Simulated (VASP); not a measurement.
Crystal: GaB.

```xyz
2
Lattice="2.7182 0.0000 0.0000 0.0000 2.7182 0.0000 0.0000 0.0000 3.2362" Properties=species:S:1:pos:R:3 pbc="T T T"
Ga    1.3591    1.3591    1.6181
B     0.0000    0.0000    0.0000
```

* Program: VASP 6.6.1
* Task: relaxation of cell and atoms
* Functional: PBEsol-based screened hybrid with 25 % exact exchange
* Potentials or basis: VASP PAW PBE potentials, release 64 (Ga_d, B)
* Cutoff: 600 eV
* k mesh: 5 × 5 × 4
* Occupations: fermi-dirac, width 0.05 eV
* Spin: no spin polarisation

At the start: pressure -6.7 GPa; volume 11.96 Å³/atom.

Q: How do energy, volume and symmetry change on relaxing?

A: Over 6 steps the energy falls by 15.9 meV/atom and the volume is 11.27 Å³/atom (-5.8 %); space group P4/mmm (No. 123, to 0.1 Å) before and after.

Step by step:
```
step  energy change (eV)  largest force (eV/Å)  pressure (GPa)  volume (Å³)
   1              0.0000                0.0000           -6.69        23.91
   2             -0.0300                0.0000            1.92        22.22
   3             -0.0318                0.0000            0.01        22.53
   4             -0.0318                0.0000            0.24        22.50
   5             -0.0318                0.0000           -0.15        22.55
   6             -0.0319                0.0000            0.04        22.53
```

Final structure:
```
Ga B
1.0
     2.67248    0.00000    0.00000
     0.00000    2.67248    0.00000
     0.00000    0.00000    3.15496
Ga B
1 1
Direct
  0.50000 0.50000 0.50000
  0.00000 0.00000 0.00000
```

Caveat: the k points lie up to 0.50 Å⁻¹ apart in the final cell, too coarse for converged energies and pressures of a metal; the PAW data sets were made with another functional, which shifts forces and pressure a little.
